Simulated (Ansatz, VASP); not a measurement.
**One calculation of AgCl, two programs**

The input INCAR:

```
ALGO = Normal ; EDIFF = 1E-6
ENCUT = 520 ; ISIF = 2
ISMEAR = -1 ; LASPH = True
LCHARG = False ; LREAL = False
LWAVE = False ; NBANDS = 16
NELM = 60 ; PREC = Accurate
SIGMA = 0.02
```

KPOINTS

```
k-points
0
Gamma
  8 8 8
```

The input POSCAR:

```
AgCl
1.0
    0.0554630000      2.8008815000      2.8008815000
    2.8008815000      0.0554630000      2.8008815000
    2.8008815000      2.8008815000      0.0554630000
Ag Cl
1 1
Direct
    0.5000000000      0.5000000000      0.5000000000
    0.0000000000      0.0000000000      0.0000000000
```

Input for Ansatz:

```yaml
crystal:
  lattice:
    - [0.055463, 2.8008815, 2.8008815]
    - [2.8008815, 0.055463, 2.8008815]
    - [2.8008815, 2.8008815, 0.055463]
  atoms:
    - { symbol: Ag, position: [0.5, 0.5, 0.5] }
    - { symbol: Cl, position: [0.0, 0.0, 0.0] }
kpoints:
  mp_grid: { grid: [8, 8, 8] }
  band_path:
    path:
      - [0.0, 0.0, 0.0]
      - [0.5, 0.5, 0.5]
      - [0.2451701269, 0.5, 0.7548298731]
      - [-0.2451701269, 0.2451701269, 0.5]
      - [0.0, 0.0, 0.5]
      - [0.0, 0.0, 0.0]
      - [-0.3725850634, 0.0, 0.3725850634]
      - [0.0, 0.3725850634, 0.6274149366]
      - [0.0, 0.5, 0.5]
    npoints: 5
scf:
  occupations: { method: fermi_dirac, width: 0.02 }
hamiltonian:
  xc: lda
  pseudopotentials: { kind: all_electron, lapw: { basis_error: 0.0005 } }
output:
  forces: true
  stress: true
  eigenvalues: true
```

Change from the starting cell: equal xy, yz and zx shear strains of +2 %.

Alike in both runs: task single point; functional LDA; k mesh 8 × 8 × 8; occupations fermi-dirac, width 0.02 eV; no spin polarisation.

```csv
,VASP,Ansatz
version,VASP 6.6.1,Ansatz 0.2.0
potentials or method,"VASP PAW LDA potentials, release 64 (Ag, Cl), cutoff 520 eV","all-electron LAPW, scalar-relativistic"
```

|  | VASP | Ansatz | Ansatz less VASP |
| --- | --- | --- | --- |
| pressure (GPa) | -5.6 | -5.6 | +0.01 |
| traceless stress, the component that is largest in VASP (GPa) | -0.17 | -0.17 | -0.001 |

LDA's correlation is that of Perdew and Zunger in VASP and of Perdew and Wang (1992) in Ansatz. Ansatz ran all-electron here, and VASP with PAW potentials.
